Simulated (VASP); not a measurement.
A run of VASP 6.6.1 is set up as follows.

File INCAR:

```
ALGO = Normal ; EDIFF = 1E-6
ENCUT = 520 ; GGA = PE
ISIF = 2 ; ISMEAR = -1
ISPIN = 2 ; LASPH = T
LCHARG = F ; LMAXMIX = 4
LORBIT = 11 ; LREAL = F
LWAVE = F ; MAGMOM = 1 1 1 1 3 3
NBANDS = 41 ; NELM = 150
PREC = Accurate ; SIGMA = 0.05
```

Contents of KPOINTS:

```
k-points
0
Gamma
  7 7 7
```

File POSCAR:

```
FeNi2
1.0
    0.0000000000      3.2308157497      3.2308157497
    3.2308157497      0.0000000000      3.2308157497
    3.2308157497      3.2308157497      0.0000000000
Ni Fe
4 2
Direct
    0.6250000000      0.6250000000      0.6250000000
    0.1250000000      0.6250000000      0.6250000000
    0.6250000000      0.1250000000      0.6250000000
    0.6250000000      0.6250000000      0.1250000000
    0.0000000000      0.0000000000      0.0000000000
    0.2500000000      0.2500000000      0.2500000000
```

Potentials or basis: VASP PAW PBE potentials, release 64 (Ni, Fe).

Launch:

```bash
$ cat potpaw_PBE.64/Ni/POTCAR potpaw_PBE.64/Fe/POTCAR > POTCAR
$ mpirun -np 1 vasp_std > vasp.out
```

Problem. Predict the pressure.

Solution. 7.8 GPa.

Problem. What does it give for the net moment?

Solution. 7.80 μB per cell.
